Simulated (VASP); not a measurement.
# ZrB (I4/mmm) in VASP: a series of runs

ZrB is run at these levels: LDA; tasks: single point.

Program: VASP 6.6.1. These are calculated values, not measurements. Logs are shortened: lines on timing, memory, paths and dates and some standing lists are left out, and cuts for length are marked.

### Step 1. The cell of the first run

The structure is tetragonal, space group I4/mmm (No. 139). The conventional cell has a = 2.872 Å, b = 2.872 Å, c = 6.093 Å, α = 90.00°, β = 90.00°, γ = 90.00°. Within 2.7 Å of Zr (site symmetry 4/mmm) lie 4 B at 2.03 Å. Within 2.7 Å of B (site symmetry 4/mmm) lie 4 Zr at 2.03 Å.

### Step 2. Single point, LDA

The input, INCAR:

```
SYSTEM = ZrB
PREC     = Accurate       ! precision mode
ENCUT    = 520            ! plane-wave cutoff, eV
EDIFF    = 1E-7           ! SCF threshold, eV
ISMEAR   = 0              ! smearing method
SIGMA    = 0.15           ! smearing width, eV
LREAL    = .FALSE.        ! projectors in reciprocal space
LASPH    = .TRUE.         ! aspherical terms in the spheres
NELM     = 60             ! most SCF steps
ALGO     = Normal         ! electronic algorithm
ISIF     = 2              ! what is computed and relaxed
LWAVE    = .FALSE.        ! write WAVECAR
LCHARG   = .FALSE.        ! write CHGCAR
GGA      = CA             ! functional
NBANDS   = 14             ! bands
```

The input, KPOINTS:

```
regular mesh
0
G
  20 20 20
  0 0 0
```

The input, POSCAR:

```
ZrB
1.0
    0.0000000000      2.0310745805      3.0466118708
    2.0310745805      0.0000000000      3.0466118708
    2.0310745805      2.0310745805      0.0000000000
Zr B
1 1
Direct
    0.0000000000      0.0000000000      0.0000000000
    0.5000000000      0.5000000000      0.5000000000
```

Potentials or basis: VASP PAW LDA potentials, release 64 (Zr_sv, B).

Command:

```bash
$ cat potpaw_LDA.64/Zr_sv/POTCAR potpaw_LDA.64/B/POTCAR > POTCAR
$ mpirun -np 1 vasp_std > vasp.out
```

OUTCAR:

```text
SYSTEM = ZrB
   PREC = Accurate
   ENCUT = 520
   EDIFF = 1E-7
   ISMEAR = 0
   LREAL = .FALSE.
   LASPH = .TRUE.
   NELM = 60
   ISIF = 2
   GGA = CA

 ion  position               nearest neighbor table
   1  0.000  0.000  0.000-   2 2.03   2 2.03   2 2.03   2 2.03
   2  0.500  0.500  0.500-   1 2.03   1 2.03   1 2.03   1 2.03

  LATTYP: Found a body centered tetragonal cell.
 ALAT       =     2.8723732179
 C/A-ratio  =     2.1213203436

  Lattice vectors:

 A1 = (  -2.0310745805,   0.0000000000,   3.0466118708)
 A2 = (   2.0310745805,   0.0000000000,   3.0466118708)
 A3 = (   0.0000000000,   2.0310745805,  -3.0466118708)

Analysis of symmetry for initial positions (statically):
=====================================================================
 Subroutine PRICEL returns:
 Original cell was already a primitive cell.

 Routine SETGRP: Setting up the symmetry group for a
 body centered tetragonal supercell.

 Subroutine GETGRP returns: Found 16 space group operations
 (whereof 16 operations were pure point group operations)
 out of a pool of 16 trial point group operations.

The static configuration has the point symmetry D_4h.

Analysis of symmetry for dynamics (positions and initial velocities):
=====================================================================
 Subroutine PRICEL returns:
 Original cell was already a primitive cell.

 Routine SETGRP: Setting up the symmetry group for a
 body centered tetragonal supercell.

 Subroutine GETGRP returns: Found 16 space group operations
 (whereof 16 operations were pure point group operations)
 out of a pool of 16 trial point group operations.

The dynamic configuration has the point symmetry D_4h.

 Subroutine INISYM returns: Found 16 space group operations
 (whereof 16 operations are pure point group operations),
 and found     1 'primitive' translations

----------------------------------------------------------------------------------------

                                     Primitive cell

  volume of cell :      25.1362

  direct lattice vectors                    reciprocal lattice vectors
     0.000000000  2.031074580  3.046611871    -0.246175106  0.246175106  0.164116737
     2.031074580  0.000000000  3.046611871     0.246175106 -0.246175106  0.164116737
     2.031074580  2.031074580  0.000000000     0.246175106  0.246175106 -0.164116737

  length of vectors
     3.661571772  3.661571772  2.872373218     0.384887866  0.384887866  0.384887866

  position of ions in fractional coordinates (direct lattice)
     0.000000000  0.000000000  0.000000000
     0.500000000  0.500000000  0.500000000

  ion indices of the primitive-cell ions
   primitive index   ion index
                 1           1
                 2           2

----------------------------------------------------------------------------------------

 KPOINTS: regular mesh

Automatic generation of k-mesh.
 Grid dimensions read from file:
 generate k-points for:   20   20   20

 Generating k-lattice:

  Cartesian coordinates                     Fractional coordinates (reciprocal lattice)
    -0.012308755  0.012308755  0.008205837     0.050000000 -0.000000000  0.000000000
     0.012308755 -0.012308755  0.008205837    -0.000000000  0.050000000  0.000000000
     0.012308755  0.012308755 -0.008205837     0.000000000  0.000000000  0.050000000

  Length of vectors
     0.019244393  0.019244393  0.019244393

  Shift w.r.t. Gamma in fractional coordinates (k-lattice)
     0.000000000  0.000000000  0.000000000

 Subroutine IBZKPT returns following result:
 ===========================================

 Found    641 irreducible k-points:

 Following reciprocal coordinates:
            Coordinates               Weight
  0.000000  0.000000  0.000000      1.000000
  0.050000  0.000000  0.000000      8.000000
  0.100000 -0.000000  0.000000      8.000000
  0.150000  0.000000  0.000000      8.000000
  0.200000 -0.000000  0.000000      8.000000
  0.250000  0.000000  0.000000      8.000000
[... 16 lines left out ...]
 -0.400000  0.050000  0.000000      8.000000
 -0.350000  0.050000  0.000000      8.000000
 [... further k-points ...]
   k-points           NKPTS =    641   k-points in BZ     NKDIM =    641   number of bands    NBANDS=     14
   number of dos      NEDOS =    301   number of ions     NIONS =      2
   total plane-waves  NPLWV =  18816
   dimension x,y,z NGX =    28 NGY =   28 NGZ =   24
   dimension x,y,z NGXF=    56 NGYF=   56 NGZF=   48
   ions per type =               1   1
   NGX,Y,Z   is equivalent  to a cutoff of  12.71, 12.71, 13.89 a.u.
   NGXF,Y,Z  is equivalent  to a cutoff of  25.43, 25.43, 27.78 a.u.
 SYSTEM =  ZrB
   PREC   = accura    normal or accurate (medium, high low for compatibility)
   ISTART =      0    job   : 0-new  1-cont  2-samecut
   ICHARG =      2    charge: 1-file 2-atom 10-const
   ISPIN  =      1    spin polarized calculation?
   LNONCOLLINEAR =      F non collinear calculations
   LSORBIT =      F    spin-orbit coupling
   LASPH  =      T    aspherical Exc in radial PAW
   ENCUT  =  520.0 eV  38.22 Ry    6.18 a.u.   6.81  6.81  5.34*2*pi/ulx,y,z
   NELM   =     60;   NELMIN=  2; NELMDL= -5     # of ELM steps
   EDIFF  = 0.1E-06   stopping-criterion for ELM
   LREAL  =      F    real-space projection
   EDIFFG = 0.1E-05   stopping-criterion for IOM
   NSW    =      0    number of steps for IOM
   IBRION =     -1    ionic relax: 0-MD 1-quasi-New 2-CG
   NFREE  =      0    steps in history (QN), initial steepest desc. (CG)
   ISIF   =      2    stress and relaxation
   ISYM   =      2    0-nonsym 1-usesym 2-fastsym
   POTIM  = 0.5000    time-step for ionic-motion
   TEBEG  =    0.0;   TEEND  =   0.0 temperature during run
   PSTRESS=    0.0 pullay stress
   NELECT =      15.0000    total number of electrons
   NUPDOWN=      -1.0000    fix difference up-down
   EMIN   =  10.00;   EMAX   =-10.00  energy-range for DOS
   EFERMI =   0.00;   METHOD = LEGACY
   ISMEAR =     0;   SIGMA  =   0.15  broadening in eV -4-tet -1-fermi 0-gaus
   EFERMI_NEDOS =   21; number of points for ismear=-14 and -15
   IALGO  =     38    algorithm
   IMIX   =      4    mixing-type and parameters
     AMIX     =   0.40;   BMIX     =  1.00
     AMIX_MAG =   1.60;   BMIX_MAG =  1.00
  volume/ion in A,a.u.               =      12.57        84.81
  Fermi-wavevector in a.u.,A,eV,Ry     =   1.378285  2.604581 25.846565  1.899669
  Thomas-Fermi vector in A             =   2.503360
   LORBIT       =      0    0 simple, 1 ext, 2 COOP (PROOUT), +10 PAW based schemes
   GGA     = CA    functional components
   LHFCALC =     F    Hartree Fock is set to
   AEXX    =    0.0000 exact exchange contribution
   IVDW    =     0    specifies the selected vdW correction
   LEPSILON=     F    determine dielectric tensor
   LRPA    =     F    only Hartree local field effects (RPA)
 non-spin polarized calculation
 Gauss-broadening in eV      SIGMA  =   0.15
  energy-cutoff  :      520.00
  volume of cell :       25.14
 maximum number of plane-waves:       698
   NGX = 13   NGY = 13   NGZ = 11

 number of electron      15.0000000 magnetization

 Free energy of the ion-electron system (eV)
  ---------------------------------------------------
  ext. energy  EPLUGINS =         0.00000000
  ---------------------------------------------------
  free energy    TOTEN  =       -14.04013996 eV

  energy without entropy =      -14.02449201  energy(sigma->0) =      -14.03231598

 E-fermi :   9.4075     XC(G=0): -12.1314

 val. band max:        9.4068287768   @ k =   0.4500  -0.0000   0.3500
 cond. band min:       9.4086244596   @ k =   0.5000   0.0500   0.4000
 fundamental gap:      0.0017956828
 Fermi energy:         9.4075240002

 k-point     1 :       0.0000    0.0000    0.0000
  band No.  band energies     occupation
      1     -37.6651      2.00000
      2     -15.7860      2.00000
      3     -15.4269      2.00000
      4     -15.4269      2.00000
      5       0.8985      2.00000
      6       8.0608      2.00000
      7       8.4757      2.00000
      8      11.0581      0.00000
      9      12.8651      0.00000
     10      12.8651      0.00000
     11      13.7782      0.00000
     12      13.7782      0.00000
     13      14.5535      0.00000
     14      21.5215      0.00000

 k-point     2 :       0.0500    0.0000    0.0000
  band No.  band energies     occupation
      1     -37.6600      2.00000
      2     -15.7865      2.00000
      3     -15.4732      2.00000
      4     -15.4210      2.00000
      5       0.9807      2.00000
      6       8.0868      2.00000
      7       8.4607      2.00000
      8      10.8213      0.00000
      9      12.7900      0.00000
     10      12.9399      0.00000
     11      13.1252      0.00000
     12      13.7837      0.00000
     13      15.5987      0.00000
     14      21.6993      0.00000

 k-point     3 :       0.1000   -0.0000    0.0000
  band No.  band energies     occupation
      1     -37.6451      2.00000
      2     -15.7886      2.00000
      3     -15.6046      2.00000
      4     -15.4040      2.00000
      5       1.2188      2.00000
      6       8.0890      2.00000
      7       8.4447      2.00000
      8      10.4042      0.00000
      9      11.6675      0.00000
     10      13.0193      0.00000
     11      13.6680      0.00000
     12      13.8135      0.00000
     13      17.0346      0.00000
     14      22.1830      0.00000

 k-point     4 :       0.1500    0.0000    0.0000
  band No.  band energies     occupation
      1     -37.6217      2.00000
      2     -15.8285      2.00000
      3     -15.7672      2.00000
      4     -15.3772      2.00000
      5       1.5899      2.00000
      6       7.9208      2.00000
      7       8.4185      2.00000
      8      10.1996      0.00000
      9      10.6113      0.00000
     10      13.1938      0.00000
     11      13.8639      0.00000
     12      14.3190      0.00000
     13      18.5601      0.00000
     14      22.7566      0.00000

 k-point     5 :       0.2000   -0.0000    0.0000
  band No.  band energies     occupation
      1     -37.5921      2.00000
      2     -16.0597      2.00000
      3     -15.7823      2.00000
      4     -15.3432      2.00000
      5       2.0611      2.00000
      6       7.5702      2.00000
      7       8.2682      2.00000
      8       9.6708      0.01304
      9      10.4109      0.00000
     10      13.4264      0.00000
     11      14.0119      0.00000
[... 276 lines left out ...]
 k-point    22 :      -0.4500    0.0500    0.0000
  band No.  band energies     occupation
      1     -37.4500      2.00000
      2     -17.1075      2.00000
      3     -15.7853      2.00000
      4     -15.1787      2.00000
      5       4.6623      2.00000
      6       5.8824      2.00000
      7       6.6922      2.00000
      8       6.9441      2.00000
      9      13.8295      0.00000
     10      14.7634      0.00000
     11      16.1233      0.00000
     12      18.0029      0.00000
     13      18.9342      0.00000
     14      23.1949      0.00000

 k-point    23 :      -0.4000    0.0500    0.0000
  band No.  band energies     occupation
      1     -37.4564      2.00000
      2     -17.0687      2.00000
      3     -15.7756      2.00000
      4     -15.1837      2.00000
      5       4.4969      2.00000
      6       5.9619      2.00000
      7       6.8098      2.00000
      8       7.0237      2.00000
      9      13.2055      0.00000
     10      14.6340      0.00000
     11      16.5571      0.00000
     12      17.8752      0.00000
     13      18.6718      0.00000
     14      23.7704      0.00000

 k-point    24 :      -0.3500    0.0500    0.0000
  band No.  band energies     occupation
      1     -37.4730      2.00000
      2     -16.9594      2.00000
      3     -15.7675      2.00000
      4     -15.2007      2.00000
      5       4.1139      2.00000
      6       6.1566      2.00000
      7       7.0853      2.00000
      8       7.2594      2.00000
      9      12.5053      0.00000
     10      14.4129      0.00000
     11      16.2399      0.00000
     12      17.4728      0.00000
     13      18.9935      0.00000
     14      25.0542      0.00000

 [... further k-points ...]
[... 5 lines left out ...]
  --------------------------------------------------------------------------------------
  -------------------------------------------------------------------------------------
  Total       17.7393266     17.7393266     -4.4682845      0.0000000      0.0000000      0.0000000
  in kB     1130.7037816   1130.7037816   -284.8082312      0.0000000      0.0000000      0.0000000
  external PRESSURE =     658.8664440 kB  Pullay stress =       0.0000000 kB

 VOLUME and BASIS-vectors are now :
 -----------------------------------------------------------------------------
  energy-cutoff  :      520.00
  volume of cell :       25.14
      direct lattice vectors                 reciprocal lattice vectors
     0.000000000  2.031074580  3.046611871    -0.246175106  0.246175106  0.164116737
     2.031074580  0.000000000  3.046611871     0.246175106 -0.246175106  0.164116737
     2.031074580  2.031074580  0.000000000     0.246175106  0.246175106 -0.164116737

 POSITION                                       TOTAL-FORCE (eV/Angst)
 -----------------------------------------------------------------------------------
      0.00000      0.00000      0.00000        -0.000000      0.000000     -0.000000
      2.03107      2.03107      3.04661         0.000000     -0.000000      0.000000
 -----------------------------------------------------------------------------------
    total drift:                               -0.000000     -0.000000      0.000000

  FREE ENERGIE OF THE ION-ELECTRON SYSTEM (eV)
  ---------------------------------------------------
  free  energy   TOTEN  =       -14.0401399592 eV

  energy  without entropy=      -14.0244920081  energy(sigma->0) =      -14.03231598
```

It took 1.9 min on 1 thread of Intel Xeon Platinum 8559C (Emerald Rapids), shared host; peak memory 0.33 GiB.

Results:

| Quantity | Value |
| --- | --- |
| Free energy | -14.0401 eV |
| Pressure | 65.9 GPa |

### Step 3. Single point, LDA

This run uses another cell than the first one, of the same volume but with other edges.

The input, INCAR:

```
PREC = Accurate ; ENCUT = 520
EDIFF = 1E-6 ; ISMEAR = 0
SIGMA = 0.15 ; LREAL = F
LASPH = T ; NELM = 60
ALGO = Normal ; ISIF = 2
LWAVE = F ; LCHARG = F
NBANDS = 14
```

The input, KPOINTS:

```
regular mesh
0
Gamma
  20 20 20
```

The input, POSCAR:

```
ZrB
1.0
    0.0000000000      2.3568532733      2.2625791424
    2.3568532733      0.0000000000      2.2625791424
    2.3568532733      2.3568532733      0.0000000000
Zr B
1 1
Direct
    0.0000000000      0.0000000000      0.0000000000
    0.5000000000      0.5000000000      0.5000000000
```

Potentials or basis: VASP PAW LDA potentials, release 64 (Zr_sv, B).

Command:

```bash
$ cat potpaw_LDA.64/Zr_sv/POTCAR potpaw_LDA.64/B/POTCAR > POTCAR
$ mpirun -np 1 vasp_std > vasp.out
```

Wall time 78 s (1 thread of Intel Xeon Platinum 8559C (Emerald Rapids), shared host); peak memory 0.32 GiB.

The run converged. Its results:

```yaml
Free_energy: -17.2569 eV
Pressure: 26.1 GPa
```

Stress tensor (GPa, compression positive):
```
19.67  0.00  0.00
 0.00 19.67  0.00
 0.00  0.00 38.90
```

Levels at points of the mesh, in eV from the Fermi level:
```
           k point  band 4  band 5  band 6  band 7  band 8  band 9  band 10  band 11  band 12  band 13
(0.00, 0.00, 0.00)  -24.39   -8.22    1.72    1.72    2.18    3.45     3.69     3.69     3.84     4.02
(0.50, 0.00, 0.00)  -24.48   -4.20   -3.43   -1.51   -1.39    5.55     5.88     7.33     8.30    12.91
(0.50, 0.50, 0.00)  -24.77   -6.38   -1.20    0.13    2.36    2.36     5.52     6.85     6.85    11.02
(0.50, 0.00, 0.50)  -24.67   -6.40   -1.14   -0.42    2.51    2.80     5.40     6.66     7.06    10.47
```
